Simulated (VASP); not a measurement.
A run of VASP 6.6.1 is set up as follows.

POSCAR

```
W
1.0
   -1.9635487370      1.6173912089      1.6173912089
    1.6173912089     -1.9635487370      1.6173912089
    1.6173912089      1.6173912089     -1.9635487370
W
1
Direct
    0.0000000000      0.0000000000      0.0000000000
```

File INCAR.step1:

```
PREC = Accurate
ENCUT = 520
ISMEAR = 0
SIGMA = 0.15
LREAL = F
LASPH = T
NELM = 60
NBANDS = 13
GGA = PE
ALGO = Normal
EDIFF = 1E-4
LWAVE = T
LCHARG = F
```

INCAR.step2

```
PREC = Accurate
ENCUT = 520
EDIFF = 1E-6
ISMEAR = 0
SIGMA = 0.15
LREAL = F
LASPH = T
NELM = 60
ALGO = Normal
ISIF = 2
LWAVE = F
LCHARG = F
METAGGA = R2SCAN
LMIXTAU = T
NBANDS = 13
ISTART = 1
```

File KPOINTS:

```
Automatic mesh
0
Gamma
  16 16 16
```

Potentials or basis: VASP PAW PBE potentials, release 64 (W_sv).

Run with:

```console
$ cat potpaw_PBE.64/W_sv/POTCAR > POTCAR
$ cp INCAR.step1 INCAR
$ mpirun -np 1 vasp_std > vasp.out
$ cp INCAR.step2 INCAR
$ mpirun -np 1 vasp_std > vasp.out
```

Estimate the pressure.

33.2 GPa.

Estimate the band gap on the k mesh.

zero (band 7 reaches 14.12 eV, above the bottom of band 8 at 9.31 eV).

Stress tensor (GPa, compression positive):
```
33.21 61.80 61.80
61.80 33.21 61.80
61.80 61.80 33.21
```

Caveat: the PAW data sets were made with another functional, which shifts forces and pressure a little; spin-orbit coupling is left out, which moves the levels of the heavy elements.
